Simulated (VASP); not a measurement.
# SnSe (R-3m) in VASP: single point with PBE

Aim: the single point of SnSe with PBE.

All numbers are computed with VASP 6.6.1; they aren't measurements. Logs are shortened: lines on timing, memory, paths and dates and some standing lists are left out, and cuts for length are marked.

### 1 The cell of the first run

Symmetry: R-3m, No. 166, trigonal system. The conventional cell has a = 4.265 Å, b = 4.265 Å, c = 10.617 Å, α = 90.00°, β = 90.00°, γ = 120.00°. Within 4.0 Å of Sn (site symmetry -3m) lie 6 Se at 3.03 Å. Within 4.0 Å of Se (site symmetry -3m) lie 6 Sn at 3.03 Å.

### 2 Single point, PBE

The input, POSCAR:

```
SnSe
1.0
    6.0642870000      0.0000000000      0.0000000000
    0.0656240000      6.0639300000      0.0000000000
    0.0656240000      0.0649110000      6.0635840000
Sn Se
4 4
Direct
    0.0000000000      0.0000000000      0.0000000000
    0.5000000000      0.5000000000      0.0000000000
    0.0000000000      0.5000000000      0.5000000000
    0.5000000000      0.0000000000      0.5000000000
    0.5000000000      0.5000000000      0.5000000000
    0.0000000000      0.0000000000      0.5000000000
    0.5000000000      0.0000000000      0.0000000000
    0.0000000000      0.5000000000      0.0000000000
```

The input, INCAR.step1:

```
ALGO = Normal
EDIFF = 1E-6
ENCUT = 520
GGA = PE
ISIF = 2
ISMEAR = -1
LASPH = True
LCHARG = True
LREAL = False
LWAVE = False
NBANDS = 50
NELM = 100
PREC = Accurate
SIGMA = 0.1
```

The input, KPOINTS.step1:

```
k-points
0
Gamma
  6 6 6
```

The input, INCAR.step2:

```
ALGO = Normal
EDIFF = 1E-6
ENCUT = 520
GGA = PE
ICHARG = 11
ISIF = 2
ISMEAR = -5
LASPH = True
LCHARG = False
LORBIT = 11
LREAL = False
LWAVE = False
NBANDS = 50
NEDOS = 1001
NELM = 100
PREC = Accurate
SIGMA = 0.1
```

The input, KPOINTS.step2:

```
k-points
0
Gamma
  9 9 9
```

Potentials or basis: VASP PAW PBE potentials, release 64 (Sn_d, Se).

The run is started by

```sh
$ cat potpaw_PBE.64/Sn_d/POTCAR potpaw_PBE.64/Se/POTCAR > POTCAR
$ cp INCAR.step1 INCAR
$ cp KPOINTS.step1 KPOINTS
$ mpirun -np 1 vasp_std > vasp.out
$ cp INCAR.step2 INCAR
$ cp KPOINTS.step2 KPOINTS
$ mpirun -np 1 vasp_std > vasp.out
```

OUTCAR:

```text
EDIFF = 1E-6
   ENCUT = 520
   GGA = PE
   ICHARG = 11
   ISIF = 2
   ISMEAR = -5
   LASPH = True
   LORBIT = 11
   LREAL = False
   NELM = 100
   PREC = Accurate

 ion  position               nearest neighbor table
   1  0.000  0.000  0.000-   8 3.03   8 3.03   6 3.03   6 3.03   7 3.03   7 3.03
   2  0.500  0.500  0.000-   7 3.03   7 3.03   5 3.03   5 3.03   8 3.03   8 3.03
   3  0.000  0.500  0.500-   6 3.03   6 3.03   8 3.03   8 3.03   5 3.03   5 3.03
   4  0.500  0.000  0.500-   5 3.03   5 3.03   7 3.03   7 3.03   6 3.03   6 3.03
   5  0.500  0.500  0.500-   4 3.03   4 3.03   2 3.03   2 3.03   3 3.03   3 3.03
   6  0.000  0.000  0.500-   3 3.03   3 3.03   1 3.03   1 3.03   4 3.03   4 3.03
   7  0.500  0.000  0.000-   2 3.03   2 3.03   4 3.03   4 3.03   1 3.03   1 3.03
   8  0.000  0.500  0.000-   1 3.03   1 3.03   3 3.03   3 3.03   2 3.03   2 3.03

  LATTYP: Found a trigonal (rhomboedric) cell.
 ALAT       =     6.0642850819
 COS(alpha) =     0.0108202906

  Lattice vectors:

 A1 = (   6.0642870000,   0.0000000000,   0.0000000000)
 A2 = (   0.0656240000,   6.0639300000,   0.0000000000)
 A3 = (   0.0656240000,   0.0649110000,   6.0635840000)

Analysis of symmetry for initial positions (statically):
=====================================================================
 Subroutine PRICEL returns following result:

  LATTYP: Found a trigonal (rhomboedric) cell.
 ALAT       =     4.3112374451
 COS(alpha) =     0.5107050944

  Lattice vectors:

 A1 = (   3.0649555000,   0.0324555000,   3.0317920000)
 A2 = (   3.0649555000,   3.0319650000,  -0.0000000000)
 A3 = (   0.0656240000,   3.0644205000,   3.0317920000)

   4 primitive cells build up your supercell.

 Routine SETGRP: Setting up the symmetry group for a
 trigonal (rhombohedral) supercell.

 Subroutine GETGRP returns: Found 12 space group operations
 (whereof 12 operations were pure point group operations)
 out of a pool of 12 trial point group operations.

The static configuration has the point symmetry D_3d.

Analysis of symmetry for dynamics (positions and initial velocities):
=====================================================================
 Subroutine PRICEL returns following result:

  LATTYP: Found a trigonal (rhomboedric) cell.
 ALAT       =     4.3112374451
 COS(alpha) =     0.5107050944

  Lattice vectors:

 A1 = (   3.0649555000,   0.0324555000,   3.0317920000)
 A2 = (   3.0649555000,   3.0319650000,  -0.0000000000)
 A3 = (   0.0656240000,   3.0644205000,   3.0317920000)

   4 primitive cells build up your supercell.

 Routine SETGRP: Setting up the symmetry group for a
 trigonal (rhombohedral) supercell.

 Subroutine GETGRP returns: Found 12 space group operations
 (whereof 12 operations were pure point group operations)
 out of a pool of 12 trial point group operations.

The dynamic configuration has the point symmetry D_3d.

 Subroutine INISYM returns: Found 12 space group operations
 (whereof 12 operations are pure point group operations),
 and found     4 'primitive' translations

----------------------------------------------------------------------------------------

                                     Primitive cell

  volume of cell :      55.7447

  direct lattice vectors                    reciprocal lattice vectors
     3.064955500  0.032455500  3.031792000     0.164899847 -0.166694106  0.164918783
     3.064955500  3.031965000 -0.000000000     0.164899847  0.163125005 -0.168449880
     0.065624000  3.064420500  3.031792000    -0.164899847  0.166694106  0.164919148

  length of vectors
     4.311237445  4.311236943  4.311234422     0.286665466  0.286665465  0.286665676

  position of ions in fractional coordinates (direct lattice)
     0.000000000  0.000000000  0.000000000
     0.500000000  0.500000000  0.500000000

  ion indices of the primitive-cell ions
   primitive index   ion index
                 1           1
                 2           6

----------------------------------------------------------------------------------------

 KPOINTS: k-points

Automatic generation of k-mesh.
 Grid dimensions read from file:
 generate k-points for:    9    9    9

 Generating k-lattice:

  Cartesian coordinates                     Fractional coordinates (reciprocal lattice)
     0.018322205 -0.000198283 -0.000196172     0.111111111  0.000000000  0.000000000
     0.000000000  0.018323284 -0.000196152     0.000000000  0.111111111  0.000000000
     0.000000000  0.000000000  0.018324329     0.000000000  0.000000000  0.111111111

  Length of vectors
     0.018324328  0.018324334  0.018324329

  Shift w.r.t. Gamma in fractional coordinates (k-lattice)
     0.000000000  0.000000000  0.000000000

 TETIRR: Found    369 inequivalent tetrahedra from     4374

 Subroutine IBZKPT returns following result:
 ===========================================

 Found     85 irreducible k-points:

 Following reciprocal coordinates:
            Coordinates               Weight
  0.000000  0.000000  0.000000      1.000000
  0.111111  0.000000  0.000000      6.000000
  0.222222  0.000000  0.000000      6.000000
  0.333333  0.000000  0.000000      6.000000
  0.444444  0.000000  0.000000      6.000000
  0.111111  0.111111  0.000000      6.000000
[... 16 lines left out ...]
 -0.333333  0.333333 -0.000000      6.000000
  0.444444  0.444444  0.000000      6.000000
 [... further k-points ...]
   k-points           NKPTS =     85   k-points in BZ     NKDIM =     85   number of bands    NBANDS=     50
   number of dos      NEDOS =   1001   number of ions     NIONS =      8
   total plane-waves  NPLWV = 110592
   dimension x,y,z NGX =    48 NGY =   48 NGZ =   48
   dimension x,y,z NGXF=    96 NGYF=   96 NGZF=   96
   ions per type =               4   4
   NGX,Y,Z   is equivalent  to a cutoff of  13.16, 13.16, 13.16 a.u.
   NGXF,Y,Z  is equivalent  to a cutoff of  26.32, 26.32, 26.32 a.u.
 SYSTEM =  unknown system
   PREC   = accura    normal or accurate (medium, high low for compatibility)
   ISTART =      0    job   : 0-new  1-cont  2-samecut
   ICHARG =     11    charge: 1-file 2-atom 10-const
   ISPIN  =      1    spin polarized calculation?
   LNONCOLLINEAR =      F non collinear calculations
   LSORBIT =      F    spin-orbit coupling
   LASPH  =      T    aspherical Exc in radial PAW
   ENCUT  =  520.0 eV  38.22 Ry    6.18 a.u.  11.28 11.28 11.28*2*pi/ulx,y,z
   NELM   =    100;   NELMIN=  2; NELMDL=  0     # of ELM steps
   EDIFF  = 0.1E-05   stopping-criterion for ELM
   LREAL  =      F    real-space projection
   EDIFFG = 0.1E-04   stopping-criterion for IOM
   NSW    =      0    number of steps for IOM
   IBRION =     -1    ionic relax: 0-MD 1-quasi-New 2-CG
   NFREE  =      0    steps in history (QN), initial steepest desc. (CG)
   ISIF   =      2    stress and relaxation
   ISYM   =      2    0-nonsym 1-usesym 2-fastsym
   POTIM  = 0.5000    time-step for ionic-motion
   TEBEG  =    0.0;   TEEND  =   0.0 temperature during run
   PSTRESS=    0.0 pullay stress
   NELECT =      80.0000    total number of electrons
   NUPDOWN=      -1.0000    fix difference up-down
   EMIN   =  10.00;   EMAX   =-10.00  energy-range for DOS
   EFERMI =   0.00;   METHOD = LEGACY
   ISMEAR =    -5;   SIGMA  =   0.10  broadening in eV -4-tet -1-fermi 0-gaus
   EFERMI_NEDOS =   21; number of points for ismear=-14 and -15
   IALGO  =     38    algorithm
   IMIX   =      4    mixing-type and parameters
     AMIX     =   0.40;   BMIX     =  1.00
     AMIX_MAG =   1.60;   BMIX_MAG =  1.00
  volume/ion in A,a.u.               =      27.87       188.09
  Fermi-wavevector in a.u.,A,eV,Ry     =   1.163279  2.198278 18.411635  1.353217
  Thomas-Fermi vector in A             =   2.299830
   LORBIT       =     11    0 simple, 1 ext, 2 COOP (PROOUT), +10 PAW based schemes
   GGA     = PE    functional components
   LHFCALC =     F    Hartree Fock is set to
   AEXX    =    0.0000 exact exchange contribution
   IVDW    =     0    specifies the selected vdW correction
   LEPSILON=     F    determine dielectric tensor
   LRPA    =     F    only Hartree local field effects (RPA)
 non-spin polarized calculation
 Fermi weights with tetrahedron method with Bloechl corrections
  energy-cutoff  :      520.00
  volume of cell :      222.98
 maximum number of plane-waves:      6026
 NGX is ok and might be reduce to    48

 number of electron      80.0000046 magnetization

 Free energy of the ion-electron system (eV)
  ---------------------------------------------------
  ext. energy  EPLUGINS =         0.00000000
  ---------------------------------------------------
  free energy    TOTEN  =       -32.85419541 eV

  energy without entropy =      -32.85419541  energy(sigma->0) =      -32.85419541

 E-fermi :   5.4322     XC(G=0):  -9.4987

 val. band max:        5.4063593508   @ k =  -0.4444   0.4444   0.4444
 cond. band min:       5.6315693109   @ k =   0.4444   0.4444   0.4444
 fundamental gap:      0.2252099601
 Fermi energy:         5.4322368546

 k-point     1 :       0.0000    0.0000    0.0000
  band No.  band energies     occupation
      1     -16.2846      2.00000
      2     -16.2846      2.00000
      3     -16.2846      2.00000
      4     -16.2662      2.00000
      5     -16.2662      2.00000
      6     -16.2662      2.00000
[... 42 lines left out ...]
     49      10.5804      0.00000
     50      10.5848      0.00000

 k-point     2 :       0.1111    0.0000    0.0000
  band No.  band energies     occupation
      1     -16.2839      2.00000
      2     -16.2839      2.00000
      3     -16.2836      2.00000
      4     -16.2660      2.00000
      5     -16.2656      2.00000
      6     -16.2656      2.00000
[... 42 lines left out ...]
     49      10.5761      0.00000
     50      10.6270      0.00000

 k-point     3 :       0.2222    0.0000    0.0000
  band No.  band energies     occupation
      1     -16.2818      2.00000
      2     -16.2818      2.00000
      3     -16.2809      2.00000
      4     -16.2655      2.00000
      5     -16.2637      2.00000
      6     -16.2637      2.00000
[... 42 lines left out ...]
     49      10.0871      0.00000
     50      10.3806      0.00000

 k-point     4 :       0.3333    0.0000    0.0000
  band No.  band energies     occupation
      1     -16.2791      2.00000
      2     -16.2791      2.00000
      3     -16.2768      2.00000
      4     -16.2647      2.00000
      5     -16.2647      2.00000
      6     -16.2615      2.00000
[... 999 lines left out ...]
 k-point    23 :      -0.3333    0.3333   -0.0000
  band No.  band energies     occupation
      1     -16.2741      2.00000
      2     -16.2729      2.00000
      3     -16.2729      2.00000
      4     -16.2637      2.00000
      5     -16.2625      2.00000
      6     -16.2601      2.00000
[... 42 lines left out ...]
     49       9.2589      0.00000
     50       9.4092      0.00000

 k-point    24 :       0.4444    0.4444    0.0000
  band No.  band energies     occupation
      1     -16.2707      2.00000
      2     -16.2682      2.00000
      3     -16.2682      2.00000
      4     -16.2670      2.00000
      5     -16.2634      2.00000
      6     -16.2629      2.00000
[... 42 lines left out ...]
     49       9.4079      0.00000
     50       9.5552      0.00000

 [... further k-points ...]
[... 5 lines left out ...]
  --------------------------------------------------------------------------------------
  -------------------------------------------------------------------------------------
  Total       -0.0203488     -0.0138682     -0.0075947     -0.2993887     -0.2930127     -0.2962010
  in kB       -0.1462130     -0.0996474     -0.0545707     -2.1512093     -2.1053956     -2.1283043
  external PRESSURE =      -0.1001437 kB  Pullay stress =       0.0000000 kB

 VOLUME and BASIS-vectors are now :
 -----------------------------------------------------------------------------
  energy-cutoff  :      520.00
  volume of cell :      222.98
      direct lattice vectors                 reciprocal lattice vectors
     6.064287000  0.000000000  0.000000000     0.164899847 -0.001784550 -0.001765548
     0.065624000  6.063930000  0.000000000     0.000000000  0.164909555 -0.001765366
     0.065624000  0.064911000  6.063584000     0.000000000  0.000000000  0.164918965

 POSITION                                       TOTAL-FORCE (eV/Angst)
 -----------------------------------------------------------------------------------
      0.00000      0.00000      0.00000        -0.000000     -0.000000     -0.000000
      3.06496      3.03197      0.00000         0.000000     -0.000000      0.000000
      0.06562      3.06442      3.03179         0.000000      0.000000     -0.000000
      3.06496      0.03246      3.03179        -0.000000     -0.000000      0.000000
      3.09777      3.06442      3.03179        -0.000000      0.000000     -0.000000
      0.03281      0.03246      3.03179         0.000000     -0.000000     -0.000000
      3.03214      0.00000      0.00000        -0.000000      0.000000      0.000000
      0.03281      3.03197      0.00000         0.000000     -0.000000     -0.000000
 -----------------------------------------------------------------------------------
    total drift:                                0.000000      0.000000     -0.000000

  FREE ENERGIE OF THE ION-ELECTRON SYSTEM (eV)
  ---------------------------------------------------
  free  energy   TOTEN  =       -32.8541954068 eV

  energy  without entropy=      -32.8541954068  energy(sigma->0) =      -32.85419541

 total charge

# of ion       s       p       d       tot
------------------------------------------
    1        1.396   0.646   9.986  12.027
    2        1.396   0.646   9.986  12.027
    3        1.396   0.646   9.986  12.027
    4        1.396   0.646   9.986  12.027
    5        1.475   2.294   0.023   3.792
    6        1.475   2.294   0.023   3.792
    7        1.475   2.294   0.023   3.792
    8        1.475   2.294   0.023   3.792
--------------------------------------------------
tot         11.485  11.758  40.036  63.279
```

Run time: 23 min. Hardware: 1 thread of Intel Xeon 8259CL, shared host; peak memory 0.79 GiB.

Results:

- Valence electrons inside the program's atomic spheres: Sn 12.03; Se 3.79

Caveat: spin-orbit coupling is left out, which moves the levels of the heavy elements.
